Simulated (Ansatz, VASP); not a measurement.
**One calculation of TiSi4Ni3, two programs**

File INCAR:

```
SYSTEM = TiSi4Ni3
PREC = Accurate
ENCUT = 600
EDIFF = 1E-6
ISMEAR = 0
SIGMA = 0.1
LREAL = .False.
LASPH = .True.
NELM = 60
ALGO = Fast
ISIF = 3
LWAVE = .False.
LCHARG = .False.
GGA = PE
IBRION = 2
NSW = 100
EDIFFG = -0.01
```

Contents of KPOINTS:

```
regular mesh
0
Gamma
  10 8 8
  0 0 0
```

POSCAR

```
TiSi4Ni3
1.0
    3.7338176384      0.0000000000      0.0000000000
    0.0000000000      5.8001632277      0.0000000000
    0.0000000000      0.0000000000      4.7439943382
Ti Si Ni
1 4 3
Direct
    0.5000000000      0.0000000000      0.5255737503
    0.0000000000      0.7061077703      0.6407717984
    0.0000000000      0.2938922297      0.6407717984
    0.5000000000      0.2402268711      0.0464897047
    0.5000000000      0.7597731289      0.0464897047
    0.0000000000      0.5000000000      0.0748964186
    0.5000000000      0.5000000000      0.4316763394
    0.0000000000      0.0000000000      0.9993304855
```

Input for Ansatz:

```yaml
crystal:
  lattice:
    - [3.7338176384, 0.0, 0.0]
    - [0.0, 5.8001632277, 0.0]
    - [0.0, 0.0, 4.7439943382]
  atoms:
    - { symbol: Ti, position: [0.5, 0.0, 0.5255737503] }
    - { symbol: Si, position: [0.0, 0.7061077703, 0.6407717984] }
    - { symbol: Si, position: [0.0, 0.2938922297, 0.6407717984] }
    - { symbol: Si, position: [0.5, 0.2402268711, 0.0464897047] }
    - { symbol: Si, position: [0.5, 0.7597731289, 0.0464897047] }
    - { symbol: Ni, position: [0.0, 0.5, 0.0748964186] }
    - { symbol: Ni, position: [0.5, 0.5, 0.4316763394] }
    - { symbol: Ni, position: [0.0, 0.0, 0.9993304855] }
basis:
  ecutwfc: 420
kpoints:
  mp_grid: { grid: [10, 8, 8] }
hamiltonian:
  xc: pbe
scf:
  occupations: { method: gaussian, width: 0.1 }
output:
  forces: true
  stress: true
  eigenvalues: true
relax:
  adjacent_minimum: "off"
  f_tol: 0.01
  max_steps: 80
  cell: { stress_tol: 0.05 }
```

Alike in both runs: task relaxation of cell and atoms; functional PBE; k mesh 10 × 8 × 8; occupations gaussian, width 0.1 eV; no spin polarisation.

|  | VASP | Ansatz |
| --- | --- | --- |
| version | VASP 6.6.1 | Ansatz 0.2.0 |
| potentials or method | VASP PAW PBE potentials, release 64 (Ti_sv, Si, Ni), cutoff 600 eV | scalar-relativistic, plane waves, PAW |
| valence electrons in the cell | 58 | 82 |

```csv
,VASP,Ansatz,Ansatz less VASP
"gap on the k mesh at the Fermi level, each at its own relaxed structure (eV)",none,none,-
relaxed volume (Å³/atom),12.87,12.87,+0.001
relaxed length of the cell vector where the two differ most in proportion (Å),4.746,4.754,+0.0075
```

A gap of «none» marks a metal or a gap that the smearing closes. VASP's potentials hold 58 valence electrons a cell and Ansatz's 82, so a difference there can come from the potentials and not from the codes.
